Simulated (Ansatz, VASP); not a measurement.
Two plane-wave programs on BaCrAs

```
Cr As Ba
1.0
     7.58833    0.00000    0.00000
    -3.79417    6.57169    0.00000
     0.00000    0.00000    3.90052
Cr As Ba
3 3 3
Direct
  0.25360 0.00000 0.00000
  0.74640 0.74640 0.00000
  0.00000 0.25360 0.00000
  0.33330 0.66670 0.00000
  0.66670 0.33330 0.00000
  0.00000 0.00000 0.50000
  0.59370 0.00000 0.50000
  0.40630 0.40630 0.50000
  0.00000 0.59370 0.50000
```

Alike in both runs: task single point; functional PBE; k mesh 3 × 3 × 5; occupations methfessel-paxton of order 1, width 0.1342 eV; no spin polarisation.

```csv
,VASP,Ansatz
version,VASP 6.6.1,Ansatz 0.2.0
potentials or method,"VASP PAW PBE potentials, release 64 (Cr_pv, As, Ba_sv), cutoff 520 eV",PAW plane waves
valence electrons in the cell,81,117
```

Ansatz gave:

* gap on the k mesh at the Fermi level (eV): none
* pressure (GPa): 6.0
* rms of the force components (eV/Å): 0.375

Q: Which values does VASP return?

A: gap on the k mesh at the Fermi level (eV): none; pressure (GPa): 7.4; rms of the force components (eV/Å): 0.389.

A gap of «none» marks a metal or a gap that the smearing closes. With one functional, cell and mesh, what is left measures potentials, basis and numerics. VASP's potentials hold 81 valence electrons a cell and Ansatz's 117, so a difference there can come from the potentials and not from the codes. Ansatz's warnings: structure snapped to symmetry.

Spin-orbit coupling is off throughout.
